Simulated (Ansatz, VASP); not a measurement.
## Ge: VASP beside Ansatz

```
Ge
1.0
     1.44152   -2.51355    0.00000
     1.44152    2.51355    0.00000
     0.00000    0.00000    5.03774
Ge
2
Direct
  0.66655 0.33345 0.25000
  0.33345 0.66655 0.75000
```

Alike in both runs: task single point; functional PBE; dispersion D3(BJ); k mesh 20 × 20 × 12; occupations gaussian, width 0.15 eV; no spin polarisation.

|  | VASP | Ansatz |
| --- | --- | --- |
| version | VASP 6.6.1 | Ansatz 0.2.0 |
| potentials or method | VASP PAW PBE potentials, release 64 (Ge_d), cutoff 520 eV | scalar-relativistic, plane waves, PAW |
| valence electrons in the cell | 28 | 28 |

|  | VASP | Ansatz | Ansatz less VASP |
| --- | --- | --- | --- |
| gap on the k mesh at the Fermi level (eV) | none | none | - |
| pressure (GPa) | 1.3 | 1.2 | -0.06 |
| traceless stress, the component that is largest in VASP (GPa) | -1.63 | -1.62 | +0.002 |

A gap of «none» marks a metal or a gap that the smearing closes.
